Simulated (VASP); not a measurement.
# Al3O2 (R-3m) in VASP: notebook

Al3O2 is run at these levels: PBE; tasks: single point, relaxation of cell and atoms.

Everything below comes from runs of VASP 6.6.1. Logs are shortened: lines on timing, memory, paths and dates and some standing lists are left out, and cuts for length are marked.

## Step 1: The cell of the first run

It takes space group R-3m (No. 166, trigonal). Conventional cell: a = 5.141 Å, b = 5.141 Å, c = 8.810 Å, α = 90.00°, β = 90.00°, γ = 120.00°. Within 2.6 Å of Al (site symmetry 2/m) lie 2 O at 1.97 Å and 4 Al at 2.57 Å. Within 2.6 Å of O (site symmetry 3m) lie 3 Al at 1.97 Å.

The cell was generated, and may not be a known phase.

## Step 2: Single point, PBE

Contents of INCAR:

```
SYSTEM = Al3O2
PREC = Accurate ; ENCUT = 520
EDIFF = 1E-6 ; ISMEAR = 0
SIGMA = 0.1 ; LREAL = .FALSE.
LASPH = .TRUE. ; NELM = 100
ALGO = Normal ; ISIF = 2
LWAVE = .FALSE. ; LCHARG = .FALSE.
GGA = PE ; NBANDS = 18
```

Contents of KPOINTS:

```
regular mesh
0
G
  6 6 6
  0 0 0
```

Contents of POSCAR:

```
Al3O2
1.0
    2.5703834200      1.4840115600      2.9366749300
   -2.5703834200      1.4840115600      2.9366749300
    0.0000000000     -2.9680231200      2.9366749300
Al O
3 2
Direct
    0.0000000000      0.0000000000      0.5000000000
    0.5000000000      0.0000000000      0.0000000000
    0.0000000000      0.5000000000      0.0000000000
    0.6854193000      0.6854193000      0.6854193000
    0.3145807000      0.3145807000      0.3145807000
```

Potentials or basis: VASP PAW PBE potentials, release 64 (Al, O).

Command:

```
$ cat potpaw_PBE.64/Al/POTCAR potpaw_PBE.64/O/POTCAR > POTCAR
$ mpirun -np 1 vasp_std > vasp.out
```

OUTCAR:

```text
SYSTEM = Al3O2
   PREC = Accurate
   ENCUT = 520
   EDIFF = 1E-6
   ISMEAR = 0
   LREAL = .FALSE.
   LASPH = .TRUE.
   NELM = 100
   ISIF = 2
   GGA = PE

 ion  position               nearest neighbor table
   1  0.000  0.000  0.500-   4 1.97   5 1.97   2 2.57   3 2.57   3 2.57   2 2.57   2 3.29   3 3.29
                             3 3.29   2 3.29
   2  0.500  0.000  0.000-   4 1.97   5 1.97   3 2.57   3 2.57   1 2.57   1 2.57   1 3.29   1 3.29
                             3 3.29   3 3.29
   3  0.000  0.500  0.000-   4 1.97   5 1.97   2 2.57   2 2.57   1 2.57   1 2.57   1 3.29   1 3.29
                             2 3.29   2 3.29
   4  0.685  0.685  0.685-   2 1.97   3 1.97   1 1.97
   5  0.315  0.315  0.315-   2 1.97   3 1.97   1 1.97

  LATTYP: Found a trigonal (rhomboedric) cell.
 ALAT       =     4.1753108723
 COS(alpha) =     0.2420366872

  Lattice vectors:

 A1 = (   2.5703834200,   1.4840115600,   2.9366749300)
 A2 = (  -2.5703834200,   1.4840115600,   2.9366749300)
 A3 = (   0.0000000000,  -2.9680231200,   2.9366749300)

Analysis of symmetry for initial positions (statically):
=====================================================================
 Subroutine PRICEL returns:
 Original cell was already a primitive cell.

 Routine SETGRP: Setting up the symmetry group for a
 trigonal (rhombohedral) supercell.

 Subroutine GETGRP returns: Found 12 space group operations
 (whereof 12 operations were pure point group operations)
 out of a pool of 12 trial point group operations.

The static configuration has the point symmetry D_3d.

Analysis of symmetry for dynamics (positions and initial velocities):
=====================================================================
 Subroutine PRICEL returns:
 Original cell was already a primitive cell.

 Routine SETGRP: Setting up the symmetry group for a
 trigonal (rhombohedral) supercell.

 Subroutine GETGRP returns: Found 12 space group operations
 (whereof 12 operations were pure point group operations)
 out of a pool of 12 trial point group operations.

The dynamic configuration has the point symmetry D_3d.

 Subroutine INISYM returns: Found 12 space group operations
 (whereof 12 operations are pure point group operations),
 and found     1 'primitive' translations

----------------------------------------------------------------------------------------

                                     Primitive cell

  volume of cell :      67.2113

  direct lattice vectors                    reciprocal lattice vectors
     2.570383420  1.484011560  2.936674930     0.194523508  0.112308200  0.113507059
    -2.570383420  1.484011560  2.936674930    -0.194523508  0.112308200  0.113507059
     0.000000000 -2.968023120  2.936674930     0.000000000 -0.224616399  0.113507059

  length of vectors
     4.175310872  4.175310872  4.175310873     0.251667199  0.251667199  0.251667199

  position of ions in fractional coordinates (direct lattice)
     0.000000000  0.000000000  0.500000000
     0.500000000  0.000000000  0.000000000
     0.000000000  0.500000000  0.000000000
     0.685419300  0.685419300  0.685419300
     0.314580700  0.314580700  0.314580700

  ion indices of the primitive-cell ions
   primitive index   ion index
                 1           1
                 2           2
                 3           3
                 4           4
                 5           5

----------------------------------------------------------------------------------------

 KPOINTS: regular mesh

Automatic generation of k-mesh.
 Grid dimensions read from file:
 generate k-points for:    6    6    6

 Generating k-lattice:

  Cartesian coordinates                     Fractional coordinates (reciprocal lattice)
     0.032420585  0.018718033  0.018917843     0.166666667  0.000000000  0.000000000
    -0.032420585  0.018718033  0.018917843     0.000000000  0.166666667  0.000000000
     0.000000000 -0.037436067  0.018917843     0.000000000  0.000000000  0.166666667

  Length of vectors
     0.041944533  0.041944533  0.041944533

[... 57 lines left out ...]
      2     -12.8244      2.00000
      3      -1.5181      2.00000
      4      -0.0177      2.00000
      5       0.5702      2.00000
      6       0.8424      2.00000
[... 10 lines left out ...]
     17      13.3080      0.00000
     18      14.7088      0.00000

 k-point     8 :      -0.3333    0.1667    0.0000
  band No.  band energies     occupation
      1     -13.0704      2.00000
      2     -12.7738      2.00000
      3      -1.4138      2.00000
      4       0.2952      2.00000
      5       0.5931      2.00000
      6       0.7833      2.00000
[... 10 lines left out ...]
     17      13.0684      0.00000
     18      14.6238      0.00000
[... 229 lines left out ...]
     17      14.0381      0.00000
     18      14.1664      0.00000

 k-point    20 :       0.5000    0.3333    0.1667
  band No.  band energies     occupation
      1     -13.0226      2.00000
      2     -12.7346      2.00000
      3      -1.4738      2.00000
      4      -0.5783      2.00000
      5       0.3428      2.00000
      6       0.7654      2.00000
[... 10 lines left out ...]
     17      14.0288      0.00000
     18      14.6935      0.00000

 k-point    21 :      -0.3333    0.3333    0.1667
  band No.  band energies     occupation
      1     -12.9389      2.00000
      2     -12.8387      2.00000
      3      -1.4462      2.00000
      4      -0.5601      2.00000
      5       0.1520      2.00000
      6       0.8156      2.00000
[... 10 lines left out ...]
     17      13.9799      0.00000
     18      14.5748      0.00000

 k-point    22 :      -0.1667    0.3333    0.1667
  band No.  band energies     occupation
      1     -13.0615      2.00000
      2     -12.7579      2.00000
      3      -1.3611      2.00000
      4      -0.2270      2.00000
      5       0.0926      2.00000
      6       1.2127      2.00000
[... 10 lines left out ...]
     17      13.3322      0.00000
     18      14.7297      0.00000

 k-point    23 :       0.5000    0.5000    0.1667
  band No.  band energies     occupation
      1     -12.9817      2.00000
      2     -12.7498      2.00000
      3      -1.5226      2.00000
      4      -0.7131      2.00000
      5      -0.1442      2.00000
      6       1.0502      2.00000
[... 10 lines left out ...]
     17      14.0369      0.00000
     18      14.0627      0.00000

 k-point    24 :      -0.3333    0.5000    0.1667
  band No.  band energies     occupation
      1     -12.9346      2.00000
      2     -12.8181      2.00000
      3      -1.4794      2.00000
      4      -0.7561      2.00000
      5      -0.0945      2.00000
      6       1.0289      2.00000
[... 10 lines left out ...]
     17      13.9905      0.00000
     18      15.0001      0.00000

 [... further k-points ...]

------------------------ aborting loop because EDIFF is reached ----------------------------------------

  FORCE on cell =-STRESS in cart. coord.  units (eV):
  Direction    XX          YY          ZZ          XY          YZ          ZX
  --------------------------------------------------------------------------------------
  -------------------------------------------------------------------------------------
  Total        3.5224885      3.5224885     -2.8169356      0.0000000     -0.0000000     -0.0000000
  in kB       83.9687801     83.9687802    -67.1498706      0.0000000     -0.0000000     -0.0000000
  external PRESSURE =      33.5958966 kB  Pullay stress =       0.0000000 kB

 VOLUME and BASIS-vectors are now :
 -----------------------------------------------------------------------------
  energy-cutoff  :      520.00
  volume of cell :       67.21
      direct lattice vectors                 reciprocal lattice vectors
     2.570383420  1.484011560  2.936674930     0.194523508  0.112308200  0.113507059
    -2.570383420  1.484011560  2.936674930    -0.194523508  0.112308200  0.113507059
     0.000000000 -2.968023120  2.936674930     0.000000000 -0.224616399  0.113507059

 POSITION                                       TOTAL-FORCE (eV/Angst)
 -----------------------------------------------------------------------------------
      0.00000     -1.48401      1.46834        -0.000000      0.000000      0.000000
      1.28519      0.74201      1.46834         0.000000      0.000000      0.000000
     -1.28519      0.74201      1.46834        -0.000000      0.000000      0.000000
      0.00000      0.00000      6.03856        -0.000000     -0.000000      1.417323
      0.00000      0.00000      2.77146        -0.000000      0.000000     -1.417323
 -----------------------------------------------------------------------------------
    total drift:                               -0.000000     -0.000000      0.000000

  FREE ENERGIE OF THE ION-ELECTRON SYSTEM (eV)
  ---------------------------------------------------
  free  energy   TOTEN  =       -24.1657727004 eV

  energy  without entropy=      -24.1558986655  energy(sigma->0) =      -24.16083568
```

Run time: 51 s. Hardware: 1 thread of Intel Xeon 8259CL, shared host; peak memory 0.18 GiB.

What came out:

- Free energy: -24.1658 eV
- Pressure: 3.4 GPa
- Largest force: 1.417 eV/Å
- Band gap on the k mesh: zero (an odd number of electrons rules out a gap without spin polarisation)

Forces on the atoms (eV/Å):
```
Al   0.000  0.000  0.000
Al   0.000  0.000  0.000
Al   0.000  0.000  0.000
O    0.000  0.000  1.417
O    0.000  0.000 -1.417
```

Caveat: the stress differs along the axes, from -7 to 8 GPa; an odd number of electrons without spin polarisation forces a metal; a magnetic or distorted state may lie lower.

## Step 3: Single point, PBE

This run uses another cell than the first one, of 14.48 Å³/atom.

Contents of INCAR:

```
PREC = Accurate
ENCUT = 520
EDIFF = 1E-6
ISMEAR = 0
SIGMA = 0.1
LREAL = False
LASPH = True
NELM = 60
ALGO = Normal
ISIF = 2
LWAVE = False
LCHARG = True
GGA = PE
LELF = True
LVHAR = True
NBANDS = 18
```

Contents of KPOINTS:

```
Automatic mesh
0
Gamma
  6 6 6
```

Contents of POSCAR:

```
Al3O2
1.0
    2.9501567069      1.7032737689      2.4017203819
   -2.9501567069      1.7032737689      2.4017203819
    0.0000000000     -3.4065475377      2.4017203819
Al O
3 2
Direct
    0.0000000000      0.0000000000      0.5000000000
    0.5000000000      0.0000000000      0.0000000000
    0.0000000000      0.5000000000      0.0000000000
    0.7252968690      0.7252968690      0.7252968690
    0.2747031310      0.2747031310      0.2747031310
```

Potentials or basis: VASP PAW PBE potentials, release 64 (Al, O).

Command:

```
$ cat potpaw_PBE.64/Al/POTCAR potpaw_PBE.64/O/POTCAR > POTCAR
$ mpirun -np 1 vasp_std > vasp.out
```

It took 47 s on 1 thread of Intel Xeon 8259CL, shared host; peak memory 0.18 GiB.

It converged, with:

| Item | Value |
| --- | --- |
| Free energy | -26.3659 eV |
| Pressure | 0.1 GPa |
| Largest force | 0.004 eV/Å |
| Band gap on the k mesh | zero (an odd number of electrons rules out a gap without spin polarisation) |

Forces in eV/Å, atoms in the order of the input:
```
Al   0.000  0.000  0.000
Al   0.000  0.000  0.000
Al   0.000  0.000  0.000
O    0.000  0.000 -0.004
O    0.000  0.000  0.004
```

Stress tensor (GPa, compression positive):
```
 0.25  0.00  0.00
 0.00  0.25  0.00
 0.00  0.00 -0.27
```

Levels at points of the mesh, in eV from the Fermi level:
| k point | band 8 | band 9 | band 10 | band 11 | band 12 | band 13 |
| --- | --- | --- | --- | --- | --- | --- |
| (0.00, 0.00, 0.00) | -4.38 | -4.11 | -1.20 | -1.20 | 4.33 | 4.33 |
| (0.50, 0.00, 0.00) | -4.78 | -1.69 | -1.40 | 0.04 | 1.70 | 4.11 |
| (0.50, 0.50, 0.00) | -4.42 | -1.69 | -1.62 | 0.27 | 0.96 | 4.14 |
| (0.50, 0.50, 0.50) | -5.50 | -0.15 | 0.07 | 0.07 | 1.67 | 1.67 |

Caveat: an odd number of electrons without spin polarisation forces a metal; a magnetic or distorted state may lie lower.

## Step 4: Relaxation of cell and atoms, PBE

Contents of INCAR:

```
PREC = Accurate ; ENCUT = 600
EDIFF = 1E-6 ; ISMEAR = 0
SIGMA = 0.1 ; LREAL = F
LASPH = T ; NELM = 60
ALGO = Normal ; ISIF = 3
LWAVE = F ; LCHARG = F
GGA = PE ; IBRION = 2
NSW = 90 ; EDIFFG = -0.04
```

Contents of KPOINTS:

```
regular mesh
0
Gamma
  6 6 6
```

Contents of POSCAR:

```
Al3O2
1.0
    2.5703834200      1.4840115600      2.9366749300
   -2.5703834200      1.4840115600      2.9366749300
    0.0000000000     -2.9680231200      2.9366749300
Al O
3 2
Direct
    0.0000000000      0.0000000000      0.5000000000
    0.5000000000      0.0000000000      0.0000000000
    0.0000000000      0.5000000000      0.0000000000
    0.6854193000      0.6854193000      0.6854193000
    0.3145807000      0.3145807000      0.3145807000
```

Command:

```
$ cat potpaw_PBE.64/Al/POTCAR potpaw_PBE.64/O/POTCAR > POTCAR
$ mpirun -np 1 vasp_std > vasp.out
```

Run time: 8.1 min. Hardware: 1 thread of Intel Xeon 8259CL, shared host; peak memory 0.22 GiB.

Results (log left out):

| Property | Result |
| --- | --- |
| Free energy | -26.3624 eV |
| Relaxed volume | 14.34 Å³/atom |
| Relaxed cell | a = 4.154 Å, b = 4.154 Å, c = 4.154 Å, α = 90.00°, β = 90.00°, γ = 90.00° |
| Space group after relaxing (to 0.1 Å) | R-3m (No. 166) |
| Energy gained by relaxing | 438.3 meV/atom |
| Ionic steps | 13 |
| Pressure after relaxing | 0.2 GPa |
| Largest force after relaxing | 0.022 eV/Å |
| Band gap on the k mesh | zero (an odd number of electrons rules out a gap without spin polarisation) |

Forces on the atoms (eV/Å):
```
Al   0.000  0.000  0.000
Al   0.000  0.000  0.000
Al   0.000  0.000  0.000
O    0.000  0.000  0.022
O    0.000  0.000 -0.022
```

Stress tensor (GPa, compression positive):
```
0.37 0.00 0.00
0.00 0.37 0.00
0.00 0.00 0.00
```

Step by step:
| step | energy change (eV) | largest force (eV/Å) | pressure (GPa) | volume (Å³) |
| --- | --- | --- | --- | --- |
| 1 | 0.0000 | 1.4210 | 3.26 | 67.21 |
| 2 | -0.5401 | 1.6438 | 0.17 | 69.82 |
| 3 | -1.9231 | 0.8981 | -6.03 | 76.94 |
| 4 | -2.0304 | 0.5851 | -7.21 | 79.69 |
| 5 | -2.1193 | 0.5065 | 3.31 | 72.78 |
| 6 | -2.1741 | 0.0578 | -1.18 | 75.33 |
| 7 | -2.1741 | 0.0709 | -1.03 | 75.24 |
| 8 | -2.1825 | 0.1235 | -0.26 | 74.52 |
| 9 | -2.1841 | 0.1571 | 0.21 | 74.04 |
| 10 | -2.1880 | 0.0766 | -0.21 | 73.87 |
| 11 | -2.1895 | 0.0282 | -0.89 | 73.61 |
| 12 | -2.1915 | 0.0193 | -0.64 | 73.03 |
| 13 | -2.1915 | 0.0221 | 0.24 | 71.69 |

Final structure:
```
CELL_PARAMETERS angstrom
2.93755 1.69599 2.39828
-2.93755 1.69599 2.39828
0.00000 -3.39199 2.39828
ATOMIC_POSITIONS crystal
Al 0.00000 0.00000 0.50000
Al 0.50000 0.00000 0.00000
Al 0.00000 0.50000 0.00000
O 0.72257 0.72257 0.72257
O 0.27743 0.27743 0.27743
```

Levels at points of the mesh, in eV from the Fermi level:
```csv
k point,band 7,band 8,band 9,band 10,band 11,band 12,band 13,band 14
"(0.00, 0.00, 0.00)",-5.32,-4.40,-4.12,-1.21,-1.21,4.38,4.38,5.19
"(0.50, 0.00, 0.00)",-5.15,-4.82,-1.68,-1.41,0.05,1.71,4.11,4.20
"(0.50, 0.50, 0.00)",-5.27,-4.44,-1.69,-1.66,0.29,0.97,4.20,4.49
"(0.50, 0.50, 0.50)",-5.98,-5.58,-0.23,0.07,0.07,1.74,1.74,2.66
```

Caveat: an odd number of electrons without spin polarisation forces a metal; a magnetic or distorted state may lie lower.

## Step 5: Single point, PBE, collinear spin, ferromagnetic start

Contents of INCAR:

```
SYSTEM = Al3O2
PREC = Accurate
ENCUT = 520
EDIFF = 1E-6
ISMEAR = 0
SIGMA = 0.1
LREAL = .FALSE.
LASPH = .TRUE.
NELM = 150
ALGO = Normal
ISIF = 2
LWAVE = .FALSE.
LCHARG = .FALSE.
ISPIN = 2
MAGMOM = 0 0 0 1 1
LORBIT = 11
GGA = PE
NBANDS = 22
```

Contents of KPOINTS:

```
regular mesh
0
G
  6 6 6
  0 0 0
```

POSCAR is that of step 4.

Command:

```
$ cat potpaw_PBE.64/Al/POTCAR potpaw_PBE.64/O/POTCAR > POTCAR
$ mpirun -np 1 vasp_std > vasp.out
```

Run time: 2.1 min. Hardware: 1 thread of Intel Xeon 8259CL, shared host; peak memory 0.23 GiB.

The run converged. Its results:

```
Free energy                                           : -24.1658 eV
Pressure                                              : 3.3 GPa
Largest force                                         : 1.416 eV/Å
Net moment                                            : 0.00 μB per cell
Valence electrons inside the program's atomic spheres : Al 0.75; O 4.98
```

Forces on the atoms (eV/Å):
```
Al   0.000  0.000  0.000
Al   0.000  0.000  0.000
Al   0.000  0.000  0.000
O    0.000  0.000  1.416
O    0.000  0.000 -1.416
```

Stress tensor (GPa, compression positive):
```
 8.36  0.00  0.00
 0.00  8.36  0.00
 0.00  0.00 -6.75
```

Levels at points of the mesh, in eV from the Fermi level:
Spin up:
```tsv
k point	band 7	band 8	band 9	band 10	band 11	band 12	band 13	band 14
(0.00, 0.00, 0.00)	-4.88	-4.77	-4.77	-0.76	-0.76	1.29	2.66	2.66
(0.50, 0.00, 0.00)	-5.65	-4.92	-2.25	-1.86	-0.29	1.53	1.54	3.87
(0.50, 0.50, 0.00)	-4.97	-4.57	-2.76	-1.64	0.55	1.03	2.16	4.06
(0.50, 0.50, 0.50)	-5.92	-5.92	-2.44	-0.03	1.00	1.00	2.19	2.19
```
Spin down:
```csv
k point,band 8,band 9,band 10,band 11,band 12,band 13
"(0.00, 0.00, 0.00)",-4.77,-4.77,-0.76,-0.76,1.29,2.66
"(0.50, 0.00, 0.00)",-4.92,-2.25,-1.86,-0.29,1.53,1.54
"(0.50, 0.50, 0.00)",-4.57,-2.76,-1.64,0.55,1.03,2.16
"(0.50, 0.50, 0.50)",-5.92,-2.44,-0.03,1.00,1.00,2.19
```

Caveat: the stress differs along the axes, from -7 to 8 GPa; forces of over 1 eV/Å act on the atoms, so gaps and moduli don't describe the material at rest.

## Step 6: The runs side by side

| task | spin | cell | cutoff (eV) | gap on the mesh (eV) | pressure (GPa) | largest force (eV/Å) |
| --- | --- | --- | --- | --- | --- | --- |
| single point | off | a = 4.175 Å, angles 76.0°, 5 atoms, atomic positions A | 520 | none | 3.4 | 1.42 |
| single point | off | a = 4.168 Å, angles 90.1°, 5 atoms, atomic positions B | 520 | none | 0.1 | - |
| relaxation of cell and atoms | off | relaxed from a = 4.175 Å, angles 76.0°, 5 atoms, atomic positions A | 600 | none | 0.2 | 0.02 |
| single point | collinear, ferromagnetic start | a = 4.175 Å, angles 76.0°, 5 atoms, atomic positions A | 520 | none | 3.3 | 1.42 |

Alike in all rows: level PBE; potentials or basis VASP PAW PBE potentials, release 64 (Al, O); k mesh 6 × 6 × 6; smearing gaussian 0.1 eV.

Caveats: an odd number of electrons without spin polarisation forces a metal (at least some runs); a magnetic or distorted state may lie lower (at least some runs); the stress differs along the axes, from -7 to 8 GPa (at least some runs); forces of over 1 eV/Å act on the atoms, so gaps and moduli don't describe the material at rest (at least some runs).

Total energies depend on the potentials used, so only differences within one code and one set of settings carry meaning.
